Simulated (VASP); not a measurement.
Input of a VASP 6.6.1 run:

INCAR

```
ALGO = Normal ; EDIFF = 1E-6
EDIFFG = -0.01 ; ENCUT = 600
GGA = PE ; IBRION = 2
ISIF = 3 ; ISMEAR = 0
LASPH = T ; LCHARG = F
LREAL = F ; LWAVE = F
NELM = 60 ; NSW = 100
PREC = Accurate ; SIGMA = 0.1
```

The input KPOINTS:

```
k-points
0
Gamma
  20 20 20
```

The input POSCAR:

```
As
1.0
    2.7086615381      0.0000000000      0.0000000000
    0.0000000000      2.7086615381      0.0000000000
    0.0000000000      0.0000000000      2.8276492593
As
1
Direct
    0.5000000000      0.5000000000      0.5000000000
```

Potentials or basis: VASP PAW PBE potentials, release 64 (As).

Launch:

```bash
$ cat potpaw_PBE.64/As/POTCAR > POTCAR
$ mpirun -np 1 vasp_std > vasp.out
```

(1) Predict the relaxed cell.

(2) Estimate the space group after relaxing (to 0.1 Å).

(3) Predict the band gap on the k mesh.

(4) Predict the relaxed volume.

Results:

(1) a = 2.732 Å, b = 2.732 Å, c = 2.732 Å, α = 90.00°, β = 90.00°, γ = 90.00°.

(2) Pm-3m (No. 221).

(3) zero (an odd number of electrons rules out a gap without spin polarisation).

(4) 20.39 Å³/atom.
